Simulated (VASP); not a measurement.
# CsSnI3 (Pm-3m) in VASP: a series of runs

CsSnI3 is run at these levels: PBE; tasks: single point.

All numbers are computed with VASP 6.6.1; they aren't measurements. Logs are shortened: lines on timing, memory, paths and dates and some standing lists are left out, and cuts for length are marked.

**1. The cell of the first run**

It takes space group Pm-3m (No. 221, cubic). The conventional cell has a = 6.660 Å, b = 6.660 Å, c = 6.660 Å, α = 90.00°, β = 90.00°, γ = 90.00°. Within 4.4 Å of Sn (site symmetry m-3m) lie 6 I at 3.33 Å. I (site symmetry 4/mmm) has 2 Sn at 3.33 Å within 4.4 Å.

**2. Single point, PBE (equal strain along all axes, cell held: +6.0 %)**

Contents of INCAR:

```
SYSTEM = CsSnI3
PREC = Accurate ; ENCUT = 520
EDIFF = 1E-7 ; ISMEAR = 0
SIGMA = 0.02 ; LREAL = .False.
LASPH = .True. ; NELM = 100
ALGO = Normal ; ISIF = 2
LWAVE = .False. ; LCHARG = .False.
GGA = PE ; NBANDS = 30
```

Contents of KPOINTS:

```
regular mesh
0
Gamma
  6 6 6
  0 0 0
```

Contents of POSCAR:

```
CsSnI3
1.0
    6.6601603696      0.0000000000      0.0000000000
    0.0000000000      6.6601603696      0.0000000000
    0.0000000000      0.0000000000      6.6601603696
Cs Sn I
1 1 3
Direct
    0.0000000000      0.0000000000      0.0000000000
    0.5000000000      0.5000000000      0.5000000000
    0.0000000000      0.5000000000      0.5000000000
    0.5000000000      0.0000000000      0.5000000000
    0.5000000000      0.5000000000      0.0000000000
```

Potentials or basis: VASP PAW PBE potentials, release 64 (Cs_sv, Sn_d, I).

The run is started by

```console
$ cat potpaw_PBE.64/Cs_sv/POTCAR potpaw_PBE.64/Sn_d/POTCAR potpaw_PBE.64/I/POTCAR > POTCAR
$ mpirun -np 1 vasp_std > vasp.out
```

OUTCAR:

```text
SYSTEM = CsSnI3
   PREC = Accurate
   ENCUT = 520
   EDIFF = 1E-7
   ISMEAR = 0
   LREAL = .False.
   LASPH = .True.
   NELM = 100
   ISIF = 2
   GGA = PE

 ion  position               nearest neighbor table
   1  0.000  0.000  0.000-
   2  0.500  0.500  0.500-   3 3.33   4 3.33   5 3.33   5 3.33   4 3.33   3 3.33
   3  0.000  0.500  0.500-   2 3.33   2 3.33
   4  0.500  0.000  0.500-   2 3.33   2 3.33
   5  0.500  0.500  0.000-   2 3.33   2 3.33

  LATTYP: Found a simple cubic cell.
 ALAT       =     6.6601603696

  Lattice vectors:

 A1 = (   6.6601603696,   0.0000000000,   0.0000000000)
 A2 = (   0.0000000000,   6.6601603696,   0.0000000000)
 A3 = (   0.0000000000,   0.0000000000,   6.6601603696)

Analysis of symmetry for initial positions (statically):
=====================================================================
 Subroutine PRICEL returns:
 Original cell was already a primitive cell.

 Routine SETGRP: Setting up the symmetry group for a
 simple cubic supercell.

 Subroutine GETGRP returns: Found 48 space group operations
 (whereof 48 operations were pure point group operations)
 out of a pool of 48 trial point group operations.

The static configuration has the point symmetry O_h .

Analysis of symmetry for dynamics (positions and initial velocities):
=====================================================================
 Subroutine PRICEL returns:
 Original cell was already a primitive cell.

 Routine SETGRP: Setting up the symmetry group for a
 simple cubic supercell.

 Subroutine GETGRP returns: Found 48 space group operations
 (whereof 48 operations were pure point group operations)
 out of a pool of 48 trial point group operations.

The dynamic configuration has the point symmetry O_h .

 Subroutine INISYM returns: Found 48 space group operations
 (whereof 48 operations are pure point group operations),
 and found     1 'primitive' translations

----------------------------------------------------------------------------------------

                                     Primitive cell

  volume of cell :     295.4296

  direct lattice vectors                    reciprocal lattice vectors
     6.660160370  0.000000000  0.000000000     0.150146535  0.000000000  0.000000000
     0.000000000  6.660160370  0.000000000     0.000000000  0.150146535  0.000000000
     0.000000000  0.000000000  6.660160370     0.000000000  0.000000000  0.150146535

  length of vectors
     6.660160370  6.660160370  6.660160370     0.150146535  0.150146535  0.150146535

  position of ions in fractional coordinates (direct lattice)
     0.000000000  0.000000000  0.000000000
     0.500000000  0.500000000  0.500000000
     0.000000000  0.500000000  0.500000000
     0.500000000  0.000000000  0.500000000
     0.500000000  0.500000000  0.000000000

  ion indices of the primitive-cell ions
   primitive index   ion index
                 1           1
                 2           2
                 3           3
                 4           4
                 5           5

----------------------------------------------------------------------------------------

 KPOINTS: regular mesh

Automatic generation of k-mesh.
 Grid dimensions read from file:
 generate k-points for:    6    6    6

 Generating k-lattice:

  Cartesian coordinates                     Fractional coordinates (reciprocal lattice)
     0.025024422  0.000000000  0.000000000     0.166666667  0.000000000  0.000000000
     0.000000000  0.025024422  0.000000000     0.000000000  0.166666667  0.000000000
     0.000000000  0.000000000  0.025024422     0.000000000  0.000000000  0.166666667

  Length of vectors
     0.025024422  0.025024422  0.025024422

  Shift w.r.t. Gamma in fractional coordinates (k-lattice)
     0.000000000  0.000000000  0.000000000

 Subroutine IBZKPT returns following result:
 ===========================================

 Found     20 irreducible k-points:

 Following reciprocal coordinates:
            Coordinates               Weight
  0.000000  0.000000  0.000000      1.000000
  0.166667  0.000000  0.000000      6.000000
  0.333333  0.000000  0.000000      6.000000
  0.500000  0.000000  0.000000      3.000000
  0.166667  0.166667  0.000000     12.000000
  0.333333  0.166667  0.000000     24.000000
[... 12 lines left out ...]
  0.500000  0.500000  0.333333      6.000000
  0.500000  0.500000  0.500000      1.000000
   k-points           NKPTS =     20   k-points in BZ     NKDIM =     20   number of bands    NBANDS=     30
   number of dos      NEDOS =    301   number of ions     NIONS =      5
   total plane-waves  NPLWV = 125000
   dimension x,y,z NGX =    50 NGY =   50 NGZ =   50
   dimension x,y,z NGXF=   100 NGYF=  100 NGZF=  100
   ions per type =               1   1   3
   NGX,Y,Z   is equivalent  to a cutoff of  12.48, 12.48, 12.48 a.u.
   NGXF,Y,Z  is equivalent  to a cutoff of  24.96, 24.96, 24.96 a.u.
 SYSTEM =  CsSnI3
   PREC   = accura    normal or accurate (medium, high low for compatibility)
   ISTART =      0    job   : 0-new  1-cont  2-samecut
   ICHARG =      2    charge: 1-file 2-atom 10-const
   ISPIN  =      1    spin polarized calculation?
   LNONCOLLINEAR =      F non collinear calculations
   LSORBIT =      F    spin-orbit coupling
   LASPH  =      T    aspherical Exc in radial PAW
   ENCUT  =  520.0 eV  38.22 Ry    6.18 a.u.  12.38 12.38 12.38*2*pi/ulx,y,z
   NELM   =    100;   NELMIN=  2; NELMDL= -5     # of ELM steps
   EDIFF  = 0.1E-06   stopping-criterion for ELM
   LREAL  =      F    real-space projection
   EDIFFG = 0.1E-05   stopping-criterion for IOM
   NSW    =      0    number of steps for IOM
   IBRION =     -1    ionic relax: 0-MD 1-quasi-New 2-CG
   NFREE  =      0    steps in history (QN), initial steepest desc. (CG)
   ISIF   =      2    stress and relaxation
   ISYM   =      2    0-nonsym 1-usesym 2-fastsym
   POTIM  = 0.5000    time-step for ionic-motion
   TEBEG  =    0.0;   TEEND  =   0.0 temperature during run
   PSTRESS=    0.0 pullay stress
   NELECT =      44.0000    total number of electrons
   NUPDOWN=      -1.0000    fix difference up-down
   EMIN   =  10.00;   EMAX   =-10.00  energy-range for DOS
   EFERMI =   0.00;   METHOD = LEGACY
   ISMEAR =     0;   SIGMA  =   0.02  broadening in eV -4-tet -1-fermi 0-gaus
   EFERMI_NEDOS =   21; number of points for ismear=-14 and -15
   IALGO  =     38    algorithm
   IMIX   =      4    mixing-type and parameters
     AMIX     =   0.40;   BMIX     =  1.00
     AMIX_MAG =   1.60;   BMIX_MAG =  1.00
  volume/ion in A,a.u.               =      59.09       398.73
  Fermi-wavevector in a.u.,A,eV,Ry     =   0.867776  1.639859 10.245669  0.753035
  Thomas-Fermi vector in A             =   1.986359
   LORBIT       =      0    0 simple, 1 ext, 2 COOP (PROOUT), +10 PAW based schemes
   GGA     = PE    functional components
   LHFCALC =     F    Hartree Fock is set to
   AEXX    =    0.0000 exact exchange contribution
   IVDW    =     0    specifies the selected vdW correction
   LEPSILON=     F    determine dielectric tensor
   LRPA    =     F    only Hartree local field effects (RPA)
 non-spin polarized calculation
 Gauss-broadening in eV      SIGMA  =   0.02
  energy-cutoff  :      520.00
  volume of cell :      295.43
 maximum number of plane-waves:      8025
 NGX is ok and might be reduce to    50
   NGX = 25   NGY = 25   NGZ = 25

 number of electron      44.0000021 magnetization

 Free energy of the ion-electron system (eV)
  ---------------------------------------------------
  ext. energy  EPLUGINS =         0.00000000
  ---------------------------------------------------
  free energy    TOTEN  =       -13.72173946 eV

  energy without entropy =      -13.72173946  energy(sigma->0) =      -13.72173946

 E-fermi :   0.6834     XC(G=0):  -6.6915

 val. band max:        0.5578570999   @ k =   0.5000   0.5000   0.5000
 cond. band min:       1.6183615585   @ k =   0.5000   0.5000   0.5000
 fundamental gap:      1.0605044586
 Fermi energy:         0.6834262054

 k-point     1 :       0.0000    0.0000    0.0000
  band No.  band energies     occupation
      1     -21.0641      2.00000
      2     -21.0641      2.00000
      3     -21.0625      2.00000
      4     -21.0625      2.00000
      5     -21.0625      2.00000
      6     -21.0346      2.00000
[... 22 lines left out ...]
     29       5.2163      0.00000
     30       5.2163      0.00000

 k-point     2 :       0.1667    0.0000    0.0000
  band No.  band energies     occupation
      1     -21.0641      2.00000
      2     -21.0641      2.00000
      3     -21.0625      2.00000
      4     -21.0625      2.00000
      5     -21.0625      2.00000
      6     -21.0346      2.00000
[... 22 lines left out ...]
     29       5.2930      0.00000
     30       5.4435      0.00000

 k-point     3 :       0.3333    0.0000    0.0000
  band No.  band energies     occupation
      1     -21.0641      2.00000
      2     -21.0639      2.00000
      3     -21.0625      2.00000
      4     -21.0625      2.00000
      5     -21.0625      2.00000
      6     -21.0345      2.00000
[... 22 lines left out ...]
     29       5.5154      0.00000
     30       5.9536      0.00000

 k-point     4 :       0.5000    0.0000    0.0000
  band No.  band energies     occupation
      1     -21.0642      2.00000
      2     -21.0638      2.00000
      3     -21.0625      2.00000
      4     -21.0625      2.00000
      5     -21.0625      2.00000
      6     -21.0345      2.00000
[... 22 lines left out ...]
     29       5.7711      0.00000
     30       6.0475      0.00000

 k-point     5 :       0.1667    0.1667    0.0000
  band No.  band energies     occupation
      1     -21.0641      2.00000
      2     -21.0640      2.00000
      3     -21.0625      2.00000
      4     -21.0625      2.00000
      5     -21.0625      2.00000
      6     -21.0346      2.00000
[... 22 lines left out ...]
     29       5.4662      0.00000
     30       5.5441      0.00000
[... 394 lines left out ...]
     29       5.7002      0.00000
     30       6.3480      0.00000

 k-point    18 :       0.5000    0.3333    0.3333
  band No.  band energies     occupation
      1     -21.0637      2.00000
      2     -21.0636      2.00000
      3     -21.0625      2.00000
      4     -21.0625      2.00000
      5     -21.0625      2.00000
      6     -21.0344      2.00000
[... 22 lines left out ...]
     29       5.7081      0.00000
     30       6.2422      0.00000

 k-point    19 :       0.5000    0.5000    0.3333
  band No.  band energies     occupation
      1     -21.0637      2.00000
      2     -21.0636      2.00000
      3     -21.0625      2.00000
      4     -21.0625      2.00000
      5     -21.0625      2.00000
      6     -21.0344      2.00000
[... 22 lines left out ...]
     29       5.5718      0.00000
     30       6.3354      0.00000

 k-point    20 :       0.5000    0.5000    0.5000
  band No.  band energies     occupation
      1     -21.0636      2.00000
      2     -21.0636      2.00000
      3     -21.0626      2.00000
      4     -21.0626      2.00000
      5     -21.0626      2.00000
      6     -21.0344      2.00000
[... 22 lines left out ...]
     29       5.4814      0.00000
     30       6.4721      0.00000

------------------------ aborting loop because EDIFF is reached ----------------------------------------

  FORCE on cell =-STRESS in cart. coord.  units (eV):
  Direction    XX          YY          ZZ          XY          YZ          ZX
  --------------------------------------------------------------------------------------
  -------------------------------------------------------------------------------------
  Total       -3.3129573     -3.3129573     -3.3129573     -0.0000000     -0.0000000     -0.0000000
  in kB      -17.9668674    -17.9668674    -17.9668674     -0.0000000     -0.0000000     -0.0000000
  external PRESSURE =     -17.9668674 kB  Pullay stress =       0.0000000 kB

 VOLUME and BASIS-vectors are now :
 -----------------------------------------------------------------------------
  energy-cutoff  :      520.00
  volume of cell :      295.43
      direct lattice vectors                 reciprocal lattice vectors
     6.660160370  0.000000000  0.000000000     0.150146535  0.000000000  0.000000000
     0.000000000  6.660160370  0.000000000     0.000000000  0.150146535  0.000000000
     0.000000000  0.000000000  6.660160370     0.000000000  0.000000000  0.150146535

 POSITION                                       TOTAL-FORCE (eV/Angst)
 -----------------------------------------------------------------------------------
      0.00000      0.00000      0.00000         0.000000      0.000000      0.000000
      3.33008      3.33008      3.33008         0.000000      0.000000      0.000000
      0.00000      3.33008      3.33008         0.000000      0.000000      0.000000
      3.33008      0.00000      3.33008         0.000000      0.000000      0.000000
      3.33008      3.33008      0.00000         0.000000      0.000000      0.000000
 -----------------------------------------------------------------------------------
    total drift:                                0.000000     -0.000000      0.000000

  FREE ENERGIE OF THE ION-ELECTRON SYSTEM (eV)
  ---------------------------------------------------
  free  energy   TOTEN  =       -13.7217394553 eV

  energy  without entropy=      -13.7217394553  energy(sigma->0) =      -13.72173946
```

Run time: 4.9 min. Hardware: 1 thread of Intel Xeon Platinum 8375C at 2.90GHz (Ice Lake), shared host; peak memory 0.46 GiB.

Results:

* Free energy: -13.7217 eV
* Pressure: -1.8 GPa
* Band gap on the k mesh: 1.06 eV

Caveat: the cell differs from its parent crystal (equal strain along all axes, cell held: +6.0 %); spin-orbit coupling is left out, which moves the levels of the heavy elements.

**3. Single point, PBE**

Contents of INCAR:

```
ALGO = Normal
EDIFF = 1E-6
ENCUT = 520
GGA = PE
ISIF = 2
ISMEAR = 0
LASPH = T
LCHARG = F
LREAL = F
LWAVE = F
NBANDS = 30
NELM = 60
PREC = Accurate
SIGMA = 0.02
```

Contents of KPOINTS:

```
k-points
0
Gamma
  6 6 6
```

POSCAR is that of step 2.

Potentials or basis: VASP PAW PBE potentials, release 64 (Cs_sv, Sn_d, I).

The run is started by

```console
$ cat potpaw_PBE.64/Cs_sv/POTCAR potpaw_PBE.64/Sn_d/POTCAR potpaw_PBE.64/I/POTCAR > POTCAR
$ mpirun -np 1 vasp_std > vasp.out
```

It took 4.2 min on 1 thread of Intel Xeon Platinum 8375C at 2.90GHz (Ice Lake), shared host; peak memory 0.45 GiB.

The run converged. Its results:

| Property | Result |
| --- | --- |
| Free energy | -13.7217 eV |
| Pressure | -1.8 GPa |
| Band gap on the k mesh | 1.06 eV |

Levels at points of the mesh, in eV from the valence-band top:
```csv
k point,band 19,band 20,band 21,band 22,band 23,band 24,band 25,band 26
"(0.00, 0.00, 0.00)",-1.12,-1.05,-1.05,-1.05,3.05,4.29,4.29,4.29
"(0.50, 0.00, 0.00)",-1.21,-1.11,-1.11,-0.91,1.64,4.10,4.10,4.26
"(0.50, 0.50, 0.00)",-1.32,-1.32,-0.74,-0.45,1.38,1.38,3.90,4.83
"(0.50, 0.50, 0.50)",-0.73,-0.73,-0.73,0.00,1.06,1.06,1.06,3.96
```

Caveat: spin-orbit coupling is left out, which moves the levels of the heavy elements. As with any semilocal functional, this PBE gap is likely too small.
